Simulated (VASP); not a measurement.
A run of VASP 6.6.1 is set up as follows.

The input INCAR:

```
SYSTEM = NbAl2B3
PREC = Accurate ; ENCUT = 600
EDIFF = 1E-6 ; ISMEAR = 0
SIGMA = 0.1 ; LREAL = .False.
LASPH = .True. ; NELM = 100
ALGO = Normal ; ISIF = 3
LWAVE = .False. ; LCHARG = .False.
GGA = PE ; IBRION = 2
NSW = 100 ; EDIFFG = -0.01
```

KPOINTS

```
regular mesh
0
Gamma
  10 10 12
  0 0 0
```

File POSCAR:

```
NbAl2B3
1.0
    2.4526131353     -4.5014434034      0.0000000000
    2.4526131353      4.5014434034      0.0000000000
    0.0000000000      0.0000000000      2.9537271112
Al Nb B
2 1 3
Direct
    0.0000000000      0.5000000000      0.5000000000
    0.5000000000      0.0000000000      0.5000000000
    0.5000000000      0.5000000000      0.0000000000
    0.0993196658      0.9006803342      0.0000000000
    0.9006803342      0.0993196658      0.0000000000
    0.0000000000      0.0000000000      0.5000000000
```

Potentials or basis: VASP PAW PBE potentials, release 64 (Al, Nb_sv, B).

The run is started by

```console
$ cat potpaw_PBE.64/Al/POTCAR potpaw_PBE.64/Nb_sv/POTCAR potpaw_PBE.64/B/POTCAR > POTCAR
$ mpirun -np 1 vasp_std > vasp.out
```

Q: Predict the space group after relaxing (to 0.1 Å).

A: Cmmm (No. 65).

Q: Predict the relaxed cell.

A: a = 5.098 Å, b = 5.098 Å, c = 2.968 Å, α = 90.00°, β = 90.00°, γ = 122.50°.

Q: Estimate the relaxed volume.

A: 10.85 Å³/atom.

Q: Estimate the band gap on the k mesh.

A: Zero (bands 14 and 15 overlap by 2.15 eV).

Step by step:
```csv
step,energy change (eV),largest force (eV/Å),pressure (GPa),volume (Å³)
1,0.0000,0.0779,-0.03,65.22
2,-0.0028,0.0804,-0.06,65.20
3,-0.0028,0.0649,-0.06,65.20
4,-0.0032,0.0241,-0.06,65.16
5,-0.0033,0.0108,-0.05,65.12
6,-0.0033,0.0022,0.08,65.08
```
